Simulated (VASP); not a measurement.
Write the native input for VASP 6.6.1 that does the following.

```
Task                   : relaxation of cell and atoms
Functional             : PBE
Potentials or basis    : VASP PAW PBE potentials, release 64 (Sn_d, Os)
Cutoff                 : 600 eV
k mesh                 : 12 × 12 × 14
Occupations            : gaussian, width 0.1 eV
Spin                   : no spin polarisation
Dipole correction      : no
Further INCAR settings : ALGO = Fast; EDIFF = 1e-06; IBRION = 2; EDIFFG = -0.01; NSW = 100; ISIF = 3
```

The structure of SnOs2 lies in POSCAR:

```
SnOs2
1.0
    4.3712245077      0.0000000000      0.0000000000
   -2.1856122538      3.7855914693      0.0000000000
    0.0000000000      0.0000000000      3.1394932825
Sn Os
1 2
Direct
    0.0000000000      0.0000000000      0.0000000000
    0.3333333333      0.6666666667      0.5000000000
    0.6666666667      0.3333333333      0.5000000000
```

These files were run (other wordings do the same):

INCAR

```
SYSTEM = SnOs2
ALGO = Fast ; EDIFF = 1E-6
EDIFFG = -0.01 ; ENCUT = 600
GGA = PE ; IBRION = 2
ISIF = 3 ; ISMEAR = 0
LASPH = .True. ; LCHARG = .False.
LREAL = .False. ; LWAVE = .False.
NELM = 80 ; NSW = 100
PREC = Accurate ; SIGMA = 0.1
```

KPOINTS

```
k-points
0
Gamma
  12 12 14
  0 0 0
```

Potentials or basis: VASP PAW PBE potentials, release 64 (Sn_d, Os).

Launch:

```sh
$ cat potpaw_PBE.64/Sn_d/POTCAR potpaw_PBE.64/Os/POTCAR > POTCAR
$ mpirun -np 1 vasp_std > vasp.out
```

It gave:

The relaxed volume is 17.14 Å³/atom. The relaxed cell is a = 4.393 Å, b = 4.393 Å, c = 3.076 Å, α = 90.00°, β = 90.00°, γ = 120.00° and the space group after relaxing (to 0.1 Å) is P6/mmm (No. 191). The energy gained by relaxing is 3.1 meV/atom and the ionic steps are 5. The pressure after relaxing is 0.0 GPa. The band gap on the k mesh is zero (bands 15 and 16 overlap by 1.52 eV).

Caveat: spin-orbit coupling is left out, which moves the levels of the heavy elements.

It took 15 min on 1 thread of Intel Xeon 8259CL (shared host), peak memory 0.35 GiB.
